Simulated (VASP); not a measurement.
A run of VASP 6.6.1 is set up as follows.

Contents of POSCAR:

```
F
1.0
    1.2784130000      2.2142720000      0.0000000000
   -1.2784130000      2.2142720000      0.0000000000
    0.0000000000      0.0000000000      4.1264370000
F
2
Direct
    0.3333300000      0.3333400000      0.2500000000
    0.6666600000      0.6666700000      0.7500000000
```

INCAR.step1

```
PREC     = Accurate       # precision mode
ENCUT    = 600            # plane-wave cutoff, eV
ISMEAR   = 0              # smearing method
SIGMA    = 0.022          # smearing width, eV
LREAL    = F              # projectors in reciprocal space
LASPH    = T              # aspherical terms in the spheres
NELM     = 80             # most SCF steps
GGA      = PE             # functional
ALGO     = Normal         # electronic algorithm
EDIFF    = 1E-4           # SCF threshold, eV
LWAVE    = T              # write WAVECAR
LCHARG   = F              # write CHGCAR
```

File INCAR.step2:

```
PREC     = Accurate       # precision mode
ENCUT    = 600            # plane-wave cutoff, eV
EDIFF    = 1E-6           # SCF threshold, eV
ISMEAR   = 0              # smearing method
SIGMA    = 0.022          # smearing width, eV
LREAL    = F              # projectors in reciprocal space
LASPH    = T              # aspherical terms in the spheres
NELM     = 80             # most SCF steps
ALGO     = Normal         # electronic algorithm
ISIF     = 3              # what is computed and relaxed
LWAVE    = F              # write WAVECAR
LCHARG   = F              # write CHGCAR
METAGGA  = R2SCAN         # meta-GGA
LMIXTAU  = T            
IBRION   = 2              # ionic algorithm
NSW      = 60             # ionic steps
EDIFFG   = -0.01          # ionic threshold
ISTART   = 1
```

Contents of KPOINTS:

```
regular mesh
0
Gamma
  14 14 8
```

Potentials or basis: VASP PAW PBE potentials, release 64 (F).

Command:

```console
$ cat potpaw_PBE.64/F/POTCAR > POTCAR
$ cp INCAR.step1 INCAR
$ mpirun -np 1 vasp_std > vasp.out
$ cp INCAR.step2 INCAR
$ mpirun -np 1 vasp_std > vasp.out
```

Task: Predict the space group after relaxing (to 0.1 Å).

Result: P6_3/mmc (No. 194).

Task: Estimate the relaxed volume.

Result: 9.49 Å³/atom.

Task: Predict the relaxed cell.

Result: a = 2.729 Å, b = 2.729 Å, c = 2.943 Å, α = 90.00°, β = 90.00°, γ = 60.00°.

Task: Predict the band gap on the k mesh.

Result: Zero (bands 7 and 8 overlap by 1.70 eV).

Final structure:
```
CELL_PARAMETERS angstrom
1.36448 2.36335 0.00000
-1.36448 2.36335 0.00000
0.00000 0.00000 2.94262
ATOMIC_POSITIONS crystal
F 0.33337 0.33338 0.25000
F 0.66662 0.66663 0.75000
```

Caveat: the volume moved by over 15 % at a fixed basis, so the end points are rough; the PAW data sets were made with another functional, which shifts forces and pressure a little.
